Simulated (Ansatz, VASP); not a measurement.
## One calculation of B, two programs

```
B
1.0
    -1.14865    1.14865    1.14865
     1.14865   -1.14865    1.14865
     1.14865    1.14865   -1.14865
B
1
Direct
  0.00000 0.00000 0.00000
```

Alike in both runs: functional PBEsol; k mesh 25 × 25 × 25; occupations fermi-dirac, width 0.08 eV; no spin polarisation.

Ansatz relaxed the structure, and its values are those at the end. VASP's run is a single point on that final structure, the one shown.

|  | VASP | Ansatz |
| --- | --- | --- |
| version | VASP 6.6.1 | Ansatz 0.2.0 |
| potentials or method | VASP PAW PBE potentials, release 64 (B) | PAW with Ansatz's default frozen-core files, scalar-relativistic |
| plane-wave cutoff (eV) | 520 | 420 |
| valence electrons in the cell | 3 | 3 |

VASP gave:

```
pressure (GPa) : 0.2
```

Problem. What did Ansatz give for the same quantities?

Solution. Pressure (GPa): 0.0.

VASP's potentials were made for PBE, not for PBEsol.
